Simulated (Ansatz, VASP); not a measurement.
**Se in VASP and in Ansatz**

File INCAR:

```
PREC = Accurate ; ENCUT = 520
EDIFF = 1E-6 ; ISMEAR = 0
SIGMA = 0.05 ; LREAL = F
LASPH = T ; NELM = 60
ALGO = Normal ; ISIF = 2
LWAVE = F ; LCHARG = F
GGA = PE ; IVDW = 12
NBANDS = 16
```

File KPOINTS:

```
Automatic mesh
0
Gamma
  9 9 8
```

Contents of POSCAR:

```
Se
1.0
    4.0025012891      0.0000000000      0.0000000000
   -2.0012506446      3.4662677951      0.0000000000
    0.0000000000      0.0000000000      5.2973104561
Se
3
Direct
    0.2319818075      0.0000000000      0.3333333333
    0.0000000000      0.2319818075      0.6666666667
    0.7680181925      0.7680181925      0.0000000000
```

Input for Ansatz:

```yaml
crystal:
  lattice:
    - [4.0025012891, 0.0, 0.0]
    - [-2.0012506446, 3.4662677951, 0.0]
    - [0.0, 0.0, 5.2973104561]
  atoms:
    - { symbol: Se, position: [0.2319818075, 0.0, 0.3333333333] }
    - { symbol: Se, position: [0.0, 0.2319818075, 0.6666666667] }
    - { symbol: Se, position: [0.7680181925, 0.7680181925, 0.0] }
basis:
  ecutwfc: 420
kpoints:
  mp_grid: { grid: [9, 9, 8] }
hamiltonian:
  xc: pbe
  dispersion: d3bj
scf:
  occupations: { method: gaussian, width: 0.05 }
output:
  forces: true
  stress: true
  eigenvalues: true
```

Alike in both runs: task single point; functional PBE; dispersion D3(BJ); k mesh 9 × 9 × 8; occupations gaussian, width 0.05 eV; no spin polarisation.

|  | VASP | Ansatz |
| --- | --- | --- |
| version | VASP 6.6.1 | Ansatz 0.2.0 |
| potentials or method | VASP PAW PBE potentials, release 64 (Se), cutoff 520 eV | scalar-relativistic, plane waves, PAW |
| valence electrons in the cell | 18 | 48 |

|  | VASP | Ansatz | Ansatz less VASP |
| --- | --- | --- | --- |
| gap on the k mesh at the Fermi level (eV) | 0.07 | 0.08 | +0.013 |
| least direct gap on the mesh (eV) | 0.07 | 0.08 | +0.013 |
| pressure (GPa) | 2.1 | 2.0 | -0.14 |
| traceless stress, the component that is largest in VASP (GPa) | -0.76 | -0.86 | -0.091 |
| rms of the force components (eV/Å) | 0.410 | 0.395 | -0.0158 |

Atom by atom the forces differ by 0.016 eV/Å (rms over components). VASP's potentials hold 18 valence electrons a cell and Ansatz's 48, so a difference there can come from the potentials and not from the codes.
